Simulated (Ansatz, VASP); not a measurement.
# One calculation of ZrN, two programs

INCAR

```
SYSTEM = ZrN
PREC = Accurate
ENCUT = 600
EDIFF = 1E-6
ISMEAR = -1
SIGMA = 0.01
LREAL = .FALSE.
LASPH = .TRUE.
NELM = 120
ALGO = Normal
ISIF = 2
LWAVE = .FALSE.
LCHARG = .FALSE.
NBANDS = 16
GGA_COMPAT = .FALSE.
```

File KPOINTS:

```
Automatic mesh
0
G
  9 9 9
  0 0 0
```

Contents of POSCAR:

```
ZrN
1.0
    0.0000000000      2.2842300000      2.2842300000
    2.2842300000      0.0000000000      2.2842300000
    2.2842300000      2.2842300000      0.0000000000
Zr N
1 1
Direct
    0.0000000000      0.0000000000      0.0000000000
    0.5000000000      0.5000000000      0.5000000000
```

Input for Ansatz:

```yaml
crystal:
  lattice:
    - [0.0, 2.28423, 2.28423]
    - [2.28423, 0.0, 2.28423]
    - [2.28423, 2.28423, 0.0]
  atoms:
    - { symbol: Zr, position: [0.0, 0.0, 0.0] }
    - { symbol: "N", position: [0.5, 0.5, 0.5] }
kpoints:
  mp_grid: { grid: [9, 9, 9] }
  band_path:
    path:
      - [0.0, 0.0, 0.0]
      - [0.5, 0.0, 0.5]
      - [0.625, 0.25, 0.625]
      - [0.375, 0.375, 0.75]
      - [0.0, 0.0, 0.0]
      - [0.5, 0.5, 0.5]
      - [0.5, 0.25, 0.75]
      - [0.5, 0.0, 0.5]
    npoints: 5
scf:
  occupations: { method: fermi_dirac, width: 0.01 }
hamiltonian:
  xc: lda
  pseudopotentials: { kind: all_electron, lapw: { basis_error: 0.00025 } }
output:
  forces: true
  stress: true
  eigenvalues: true
```

Alike in both runs: task single point; functional LDA; k mesh 9 × 9 × 9; occupations fermi-dirac, width 0.01 eV; no spin polarisation.

|  | VASP | Ansatz |
| --- | --- | --- |
| version | VASP 6.6.1 | Ansatz 0.2.0 |
| potentials or method | VASP PAW LDA potentials, release 64 (Zr_sv, N), cutoff 600 eV | all-electron LAPW, scalar-relativistic |

VASP gave:

| Quantity | Value |
| --- | --- |
| pressure (GPa) | -7.1 |

Estimate Ansatz's values.

pressure (GPa): -7.7.

LDA's correlation is that of Perdew and Zunger in VASP and of Perdew and Wang (1992) in Ansatz. Ansatz ran all-electron here, and VASP with PAW potentials.
